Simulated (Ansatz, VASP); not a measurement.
Sn in VASP and in Ansatz

```
Sn
1.0
    -1.75441    1.75461    2.34089
     1.75441   -1.75461    2.34089
     1.75441    1.75461   -2.34089
Sn
1
Cartesian
  0.0000 0.0000 0.0000
```

Change from the starting cell: strain +0.000 along x and y, +0.080 along z, atoms carried along.

Alike in both runs: task single point; functional PBE; dispersion D3(BJ); k mesh 24 × 24 × 24; occupations gaussian, width 0.15 eV; no spin polarisation.

|  | VASP | Ansatz |
| --- | --- | --- |
| version | VASP 6.6.1 | Ansatz 0.2.0 |
| potentials or method | VASP PAW PBE potentials, release 64 (Sn_d), cutoff 520 eV | scalar-relativistic, plane waves, PAW |
| valence electrons in the cell | 14 | 14 |

|  | VASP | Ansatz | Ansatz less VASP |
| --- | --- | --- | --- |
| gap on the k mesh at the Fermi level (eV) | none | none | - |
| pressure (GPa) | -3.3 | -3.3 | 0.00 |
| traceless stress, the component that is largest in VASP (GPa) | 0.16 | 0.16 | -0.001 |

A gap of «none» marks a metal or a gap that the smearing closes.
